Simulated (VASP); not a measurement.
# HfC (Fm-3m) in VASP: single point with PBE

Aim: the single point of HfC with PBE.

Program: VASP 6.6.1. These are calculated values, not measurements. Logs are shortened: lines on timing, memory, paths and dates and some standing lists are left out, and cuts for length are marked.

### Step 1. The cell of the first run

The structure is cubic, space group Fm-3m (No. 225). Conventional cell: a = 4.650 Å, b = 4.650 Å, c = 4.650 Å, α = 90.00°, β = 90.00°, γ = 90.00°. Hf (site symmetry m-3m) has 6 C at 2.33 Å within 3.1 Å. C (site symmetry m-3m) has 6 Hf at 2.33 Å within 3.1 Å.

### Step 2. Single point, PBE

INCAR

```
SYSTEM = HfC
ALGO = Normal
EDIFF = 1E-6
ENCUT = 600
GGA = PE
GGA_COMPAT = .False.
ISIF = 2
ISMEAR = 1
LASPH = .True.
LCHARG = .True.
LELF = .True.
LREAL = .False.
LVHAR = .True.
LWAVE = .False.
NBANDS = 70
NELM = 120
PREC = Accurate
SIGMA = 0.05
```

KPOINTS

```
k-points
0
Gamma
  3 3 3
  0 0 0
```

POSCAR

```
HfC
1.0
    0.0000000000      4.6500000000      4.6500000000
    4.6500000000      0.0000000000      4.6500000000
    4.6500000000      4.6500000000      0.0000000000
Hf C
8 8
Direct
    0.2500000000      0.2500000000      0.2500000000
    0.2500000000      0.2500000000      0.7500000000
    0.2500000000      0.7500000000      0.2500000000
    0.2500000000      0.7500000000      0.7500000000
    0.7500000000      0.2500000000      0.2500000000
    0.7500000000      0.2500000000      0.7500000000
    0.7500000000      0.7500000000      0.2500000000
    0.7500000000      0.7500000000      0.7500000000
    0.0000000000      0.0000000000      0.0000000000
    0.0000000000      0.0000000000      0.5000000000
    0.0000000000      0.5000000000      0.0000000000
    0.0000000000      0.5000000000      0.5000000000
    0.5000000000      0.0000000000      0.0000000000
    0.5000000000      0.0000000000      0.5000000000
    0.5000000000      0.5000000000      0.0000000000
    0.5000000000      0.5000000000      0.5000000000
```

Potentials or basis: VASP PAW PBE potentials, release 64 (Hf_pv, C).

The run is started by

```sh
cat potpaw_PBE.64/Hf_pv/POTCAR potpaw_PBE.64/C/POTCAR > POTCAR
mpirun -np 1 vasp_std > vasp.out
```

OUTCAR:

```text
SYSTEM = HfC
   EDIFF = 1E-6
   ENCUT = 600
   GGA = PE
   ISIF = 2
   ISMEAR = 1
   LASPH = .True.
   LREAL = .False.
   NELM = 120
   PREC = Accurate

 ion  position               nearest neighbor table
   1  0.250  0.250  0.250-  10 2.33  11 2.33  12 2.33  13 2.33  14 2.33  15 2.33   2 3.29   3 3.29
                             5 3.29   2 3.29   4 3.29   6 3.29   3 3.29   4 3.29   7 3.29   5 3.29
   2  0.250  0.250  0.750-   9 2.33  11 2.33  12 2.33  13 2.33  14 2.33  16 2.33   1 3.29   4 3.29
                             6 3.29   1 3.29   3 3.29   5 3.29   3 3.29   4 3.29   8 3.29   5 3.29
   3  0.250  0.750  0.250-   9 2.33  10 2.33  12 2.33  13 2.33  15 2.33  16 2.33   1 3.29   4 3.29
                             7 3.29   2 3.29   4 3.29   8 3.29   1 3.29   2 3.29   5 3.29   5 3.29
   4  0.250  0.750  0.750-   9 2.33  10 2.33  11 2.33  14 2.33  15 2.33  16 2.33   2 3.29   3 3.29
                             8 3.29   1 3.29   3 3.29   7 3.29   1 3.29   2 3.29   6 3.29   6 3.29
   5  0.750  0.250  0.250-   9 2.33  10 2.33  11 2.33  14 2.33  15 2.33  16 2.33   1 3.29   6 3.29
                             7 3.29   2 3.29   6 3.29   8 3.29   3 3.29   7 3.29   8 3.29   1 3.29
   6  0.750  0.250  0.750-   9 2.33  10 2.33  12 2.33  13 2.33  15 2.33  16 2.33   2 3.29   5 3.29
                             8 3.29   1 3.29   5 3.29   7 3.29   4 3.29   7 3.29   8 3.29   1 3.29
   7  0.750  0.750  0.250-   9 2.33  11 2.33  12 2.33  13 2.33  14 2.33  16 2.33   3 3.29   5 3.29
                             8 3.29   4 3.29   6 3.29   8 3.29   1 3.29   5 3.29   6 3.29   1 3.29
   8  0.750  0.750  0.750-  10 2.33  11 2.33  12 2.33  13 2.33  14 2.33  15 2.33   4 3.29   6 3.29
                             7 3.29   3 3.29   5 3.29   7 3.29   2 3.29   5 3.29   6 3.29   2 3.29
   9  0.000  0.000  0.000-   2 2.33   3 2.33   4 2.33   5 2.33   6 2.33   7 2.33
[... 13 lines left out ...]
 A1 = (   0.0000000000,   4.6500000000,   4.6500000000)
 A2 = (   4.6500000000,   0.0000000000,   4.6500000000)
 A3 = (   4.6500000000,   4.6500000000,   0.0000000000)

Analysis of symmetry for initial positions (statically):
=====================================================================
 Subroutine PRICEL returns following result:

  LATTYP: Found a face centered cubic cell.
 ALAT       =     4.6500000000

  Lattice vectors:

 A1 = (   0.0000000000,   2.3250000000,   2.3250000000)
 A2 = (   2.3250000000,   0.0000000000,   2.3250000000)
 A3 = (   2.3250000000,   2.3250000000,   0.0000000000)

   8 primitive cells build up your supercell.

 Routine SETGRP: Setting up the symmetry group for a
 face centered cubic supercell.

 Subroutine GETGRP returns: Found 48 space group operations
 (whereof 48 operations were pure point group operations)
 out of a pool of 48 trial point group operations.

The static configuration has the point symmetry O_h .

Analysis of symmetry for dynamics (positions and initial velocities):
[... 113 lines left out ...]
   EMIN   =  10.00;   EMAX   =-10.00  energy-range for DOS
   EFERMI =   0.00;   METHOD = LEGACY
   ISMEAR =     1;   SIGMA  =   0.05  broadening in eV -4-tet -1-fermi 0-gaus
   EFERMI_NEDOS =   21; number of points for ismear=-14 and -15
   IALGO  =     38    algorithm
   IMIX   =      4    mixing-type and parameters
     AMIX     =   0.40;   BMIX     =  1.00
     AMIX_MAG =   1.60;   BMIX_MAG =  1.00
  volume/ion in A,a.u.               =      12.57        84.81
  Fermi-wavevector in a.u.,A,eV,Ry     =   1.346949  2.545365 24.684672  1.814272
  Thomas-Fermi vector in A             =   2.474740
   LORBIT       =      0    0 simple, 1 ext, 2 COOP (PROOUT), +10 PAW based schemes
   GGA     = PE    functional components
   LHFCALC =     F    Hartree Fock is set to
   AEXX    =    0.0000 exact exchange contribution
   IVDW    =     0    specifies the selected vdW correction
   LEPSILON=     F    determine dielectric tensor
   LRPA    =     F    only Hartree local field effects (RPA)
 non-spin polarized calculation
 Methfessel and Paxton  Order N= 1 SIGMA  =   0.05
  energy-cutoff  :      600.00
  volume of cell :      201.09
 maximum number of plane-waves:      6735
 NGX is ok and might be reduce to    54
   NGX = 27   NGY = 27   NGZ = 27

 number of electron     112.0000005 magnetization

 Free energy of the ion-electron system (eV)
  ---------------------------------------------------
  ext. energy  EPLUGINS =         0.00000000
  ---------------------------------------------------
  free energy    TOTEN  =      -168.26821150 eV

  energy without entropy =     -168.27018437  energy(sigma->0) =     -168.26886912

 E-fermi :   5.7659     XC(G=0): -12.2838

 val. band max:        5.7225629716   @ k =   0.3333   0.3333   0.0000
 cond. band min:       5.8621858292   @ k =   0.0000   0.0000   0.0000
 fundamental gap:      0.1396228577
 Fermi energy:         5.7658513989

 k-point     1 :       0.0000    0.0000    0.0000
  band No.  band energies     occupation
      1     -24.2941      2.00000
      2     -24.2941      2.00000
      3     -24.2941      2.00000
      4     -24.2941      2.00000
      5     -24.2112      2.00000
      6     -24.2112      2.00000
[... 273 lines left out ...]
     67       9.7162      0.00000
     68      10.3719      0.00000
 [bands above 68 left out]

------------------------ aborting loop because EDIFF is reached ----------------------------------------

  FORCE on cell =-STRESS in cart. coord.  units (eV):
  Direction    XX          YY          ZZ          XY          YZ          ZX
  --------------------------------------------------------------------------------------
  -------------------------------------------------------------------------------------
  Total       -0.7415967     -0.7415967     -0.7415967     -0.0000000     -0.0000000      0.0000000
  in kB       -5.9086673     -5.9086673     -5.9086673     -0.0000000     -0.0000000      0.0000000
  external PRESSURE =      -5.9086673 kB  Pullay stress =       0.0000000 kB

 VOLUME and BASIS-vectors are now :
 -----------------------------------------------------------------------------
  energy-cutoff  :      600.00
  volume of cell :      201.09
      direct lattice vectors                 reciprocal lattice vectors
     0.000000000  4.650000000  4.650000000    -0.107526882  0.107526882  0.107526882
     4.650000000  0.000000000  4.650000000     0.107526882 -0.107526882  0.107526882
     4.650000000  4.650000000  0.000000000     0.107526882  0.107526882 -0.107526882

 POSITION                                       TOTAL-FORCE (eV/Angst)
 -----------------------------------------------------------------------------------
      2.32500      2.32500      2.32500         0.000000     -0.000000     -0.000000
      4.65000      4.65000      2.32500         0.000000      0.000000     -0.000000
      4.65000      2.32500      4.65000        -0.000000     -0.000000     -0.000000
      6.97500      4.65000      4.65000         0.000000      0.000000      0.000000
      2.32500      4.65000      4.65000        -0.000000      0.000000      0.000000
      4.65000      6.97500      4.65000        -0.000000      0.000000     -0.000000
[... 8 lines left out ...]
      2.32500      2.32500      4.65000        -0.000000     -0.000000      0.000000
      4.65000      4.65000      4.65000        -0.000000     -0.000000     -0.000000
 -----------------------------------------------------------------------------------
    total drift:                                0.000000     -0.000000      0.000000

  FREE ENERGIE OF THE ION-ELECTRON SYSTEM (eV)
  ---------------------------------------------------
  free  energy   TOTEN  =      -168.2682115003 eV

  energy  without entropy=     -168.2701843703  energy(sigma->0) =     -168.26886912
```

It took 1.9 min on 1 thread of Intel Xeon Platinum 8259CL at 2.50GHz (Skylake/Cascade Lake), shared host; peak memory 0.4 GiB.

What came out:

```yaml
Free_energy: -168.2682 eV
Pressure: -0.6 GPa
Band_gap_on_the_k_mesh: zero (bands 56 and 57 overlap by 0.14 eV)
```

Levels at points of the mesh, in eV from the Fermi level:
| k point | band 52 | band 53 | band 54 | band 55 | band 56 | band 57 | band 58 | band 59 | band 60 | band 61 |
| --- | --- | --- | --- | --- | --- | --- | --- | --- | --- | --- |
| (0.00, 0.00, 0.00) | 0.10 | 0.10 | 0.10 | 0.10 | 0.10 | 1.19 | 1.19 | 1.19 | 1.58 | 1.58 |

Caveat: the k points lie up to 0.39 Å⁻¹ apart; spin-orbit coupling is left out, which moves the levels of the heavy elements.
